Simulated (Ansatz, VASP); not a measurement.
## Two plane-wave programs on CaO

POSCAR

```
CaO
1.0
    0.0000000000      2.3510400000      2.2530800000
    2.3510400000      0.0000000000      2.2530800000
    2.3510400000      2.3510400000      0.0000000000
Ca O
1 1
Direct
    0.0000000000      0.0000000000      0.0000000000
    0.5000000000      0.5000000000      0.5000000000
```

Contents of INCAR.step1:

```
SYSTEM = CaO
ALGO     = Normal         ! electronic algorithm
EDIFF    = 1E-4           ! SCF threshold, eV
ENCUT    = 520            ! plane-wave cutoff, eV
GGA      = PE             ! functional
ISMEAR   = 0              ! smearing method
LASPH    = .True.         ! aspherical terms in the spheres
LCHARG   = .False.        ! write CHGCAR
LREAL    = .False.        ! projectors in reciprocal space
LWAVE    = .True.         ! write WAVECAR
NBANDS   = 15             ! bands
NELM     = 80             ! most SCF steps
PREC     = Accurate       ! precision mode
SIGMA    = 0.05           ! smearing width, eV
```

Contents of INCAR.step2:

```
SYSTEM = CaO
ALGO     = Normal         ! electronic algorithm
EDIFF    = 1E-6           ! SCF threshold, eV
ENCUT    = 520            ! plane-wave cutoff, eV
ISIF     = 2              ! what is computed and relaxed
ISMEAR   = 0              ! smearing method
ISTART   = 1            
LASPH    = .True.         ! aspherical terms in the spheres
LCHARG   = .False.        ! write CHGCAR
LMIXTAU  = .True.       
LREAL    = .False.        ! projectors in reciprocal space
LWAVE    = .False.        ! write WAVECAR
METAGGA  = R2SCAN         ! meta-GGA
NBANDS   = 15             ! bands
NELM     = 80             ! most SCF steps
PREC     = Accurate       ! precision mode
SIGMA    = 0.05           ! smearing width, eV
```

The input KPOINTS:

```
k-points
0
Gamma
  8 8 8
  0 0 0
```

Input for Ansatz:

```yaml
crystal:
  lattice:
    - [0.0, 2.35104, 2.25308]
    - [2.35104, 0.0, 2.25308]
    - [2.35104, 2.35104, 0.0]
  atoms:
    - { symbol: Ca, position: [0.0, 0.0, 0.0] }
    - { symbol: O, position: [0.5, 0.5, 0.5] }
basis:
  ecutwfc: 500
kpoints:
  mp_grid: { grid: [8, 8, 8] }
hamiltonian:
  xc: r2scan
scf:
  occupations: { method: gaussian, width: 0.05 }
output:
  forces: true
  stress: true
  eigenvalues: true
```

Change from the starting cell: strain -0.040 along x and y, -0.080 along z, atoms carried along.

Alike in both runs: task single point; functional r2SCAN; k mesh 8 × 8 × 8; occupations gaussian, width 0.05 eV; no spin polarisation.

|  | VASP | Ansatz |
| --- | --- | --- |
| version | VASP 6.6.1 | Ansatz 0.2.0 |
| potentials or method | VASP PAW PBE potentials, release 64 (Ca_sv, O), cutoff 520 eV | scalar-relativistic, plane waves, PAW |
| valence electrons in the cell | 16 | 16 |

VASP gave:

```
gap on the k mesh at the Fermi level (eV)                     : 3.90
least direct gap on the mesh (eV)                             : 4.39
pressure (GPa)                                                : 17.0
traceless stress, the component that is largest in VASP (GPa) : 9.21
```

Q: Which values does Ansatz return?

A: gap on the k mesh at the Fermi level (eV): 3.93; least direct gap on the mesh (eV): 4.42; pressure (GPa): 15.4; traceless stress, the component that is largest in VASP (GPa): 8.71.

VASP's potentials were made for PBE, not for r2SCAN. With one functional, cell and mesh, what is left measures potentials, basis and numerics.
